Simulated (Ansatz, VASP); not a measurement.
**AlN in VASP and in Ansatz**

File INCAR:

```
  PREC = Accurate
  ENCUT = 520
  EDIFF = 1E-7
  ISMEAR = 0
  SIGMA = 0.01
  LREAL = F
  LASPH = T
  NELM = 80
  ALGO = Normal
  ISIF = 2
  LWAVE = F
  LCHARG = F
  NBANDS = 16
```

Contents of KPOINTS:

```
regular mesh
0
Gamma
  9 9 6
```

The input POSCAR:

```
AlN
1.0
    3.0886190489      0.0000000000      0.0000000000
   -1.5443095244      2.6748225589      0.0000000000
    0.0000000000      0.0000000000      4.9431567737
Al N
2 2
Direct
    0.3333333333      0.6666666667     -0.0442476466
    0.6666666667      0.3333333333      0.4557523534
    0.3333333333      0.6666666667      0.4262476466
    0.6666666667      0.3333333333      0.9262476466
```

Input for Ansatz:

```yaml
crystal:
  lattice:
    - [3.0886190489, 0.0, 0.0]
    - [-1.5443095244, 2.6748225589, 0.0]
    - [0.0, 0.0, 4.9431567737]
  atoms:
    - { symbol: Al, position: [0.3333333333, 0.6666666667, -0.0442476466] }
    - { symbol: Al, position: [0.6666666667, 0.3333333333, 0.4557523534] }
    - { symbol: "N", position: [0.3333333333, 0.6666666667, 0.4262476466] }
    - { symbol: "N", position: [0.6666666667, 0.3333333333, 0.9262476466] }
basis:
  ecutwfc: 420
  xc_grid: 2
kpoints:
  mp_grid: { grid: [9, 9, 6] }
hamiltonian:
  xc: lda
  pseudopotentials: { kind: paw, azcp: { folder: soft_1 } }
scf:
  occupations: { method: fixed }
output:
  forces: true
  stress: true
  eigenvalues: true
  polarization: {}
```

Change from the starting cell: polar distortion scaled by 0.25.

Alike in both runs: task single point; functional LDA; k mesh 9 × 9 × 6; no spin polarisation.

|  | VASP | Ansatz |
| --- | --- | --- |
| version | VASP 6.6.1 | Ansatz 0.2.0 |
| potentials or method | VASP PAW LDA potentials, release 64 (Al, N), cutoff 520 eV | scalar-relativistic, plane waves, PAW |
| occupations | gaussian, width 0.01 eV | fixed |
| valence electrons in the cell | 16 | 16 |

|  | VASP | Ansatz | Ansatz less VASP |
| --- | --- | --- | --- |
| gap on the k mesh at the Fermi level (eV) | 3.07 | 3.06 | -0.010 |
| least direct gap on the mesh (eV) | 3.07 | 3.06 | -0.010 |
| pressure (GPa) | 8.5 | 7.7 | -0.84 |
| traceless stress, the component that is largest in VASP (GPa) | -21.78 | -20.91 | +0.872 |
| rms of the force components (eV/Å) | 0.508 | 0.499 | -0.0095 |

Ansatz warns that its potentials were made for another functional, while VASP's fit it. LDA's correlation is that of Perdew and Zunger in VASP and of Perdew and Wang (1992) in Ansatz. Atom by atom the forces differ by 0.009 eV/Å (rms over components).
